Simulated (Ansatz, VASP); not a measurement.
**Two plane-wave programs on HfN**

```
Hf N
1.0
     0.00000    2.23398    2.23398
     2.23398    0.00000    2.23398
     2.23398    2.23398    0.00000
Hf N
1 1
Direct
  0.00000 0.00000 0.00000
  0.50000 0.50000 0.50000
```

Alike in both runs: functional LDA; k mesh 10 × 10 × 10; no spin polarisation.

Ansatz relaxed the structure, and its values are those at the end. VASP's run is a single point on that final structure, the one shown.

|  | VASP | Ansatz |
| --- | --- | --- |
| version | VASP 6.6.1 | Ansatz 0.2.0 |
| potentials or method | VASP PAW LDA potentials, release 64 (Hf_pv, N) | plane waves, PAW |
| plane-wave cutoff (eV) | 520 | 420 |
| occupations | methfessel-paxton of order 1, width 0.1 eV | cold |
| valence electrons in the cell | 15 | 31 |

|  | VASP | Ansatz | Ansatz less VASP |
| --- | --- | --- | --- |
| pressure (GPa) | -1.2 | 0.0 | +1.19 |

LDA's correlation is that of Perdew and Zunger in VASP and of Perdew and Wang (1992) in Ansatz. VASP's potentials hold 15 valence electrons a cell and Ansatz's 31, so a difference there can come from the potentials and not from the codes.

Neither program's run includes spin-orbit coupling.
